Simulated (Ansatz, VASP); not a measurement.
## One calculation of AlN, two programs

```xyz
2
Lattice="-0.0248 2.0189 2.0189 2.0189 -0.0248 2.0189 1.9940 1.9940 0.0000" Properties=species:S:1:pos:R:3 pbc="T T T"
Al    0.0000    0.0000    0.0000
N     1.9940    1.9940    2.0189
```

Change from the starting cell: shear_xy strain -2.5%.

Alike in both runs: task single point; functional r2SCAN; k mesh 10 × 10 × 10; no spin polarisation.

|  | VASP | Ansatz |
| --- | --- | --- |
| version | VASP 6.6.1 | Ansatz 0.2.0 |
| potentials or method | VASP PAW PBE potentials, release 64 (Al, N) | plane waves, PAW |
| plane-wave cutoff (eV) | 520 | 500 |
| occupations | gaussian, width 0.01 eV | fixed |
| valence electrons in the cell | 8 | 8 |

|  | VASP | Ansatz | Ansatz less VASP |
| --- | --- | --- | --- |
| gap on the k mesh at the Fermi level (eV) | 5.09 | 5.10 | +0.006 |
| pressure (GPa) | -0.7 | 0.1 | +0.78 |
| traceless stress, the component that is largest in VASP (GPa) | 8.34 | 8.33 | -0.009 |

VASP's potentials were made for PBE, not for r2SCAN.
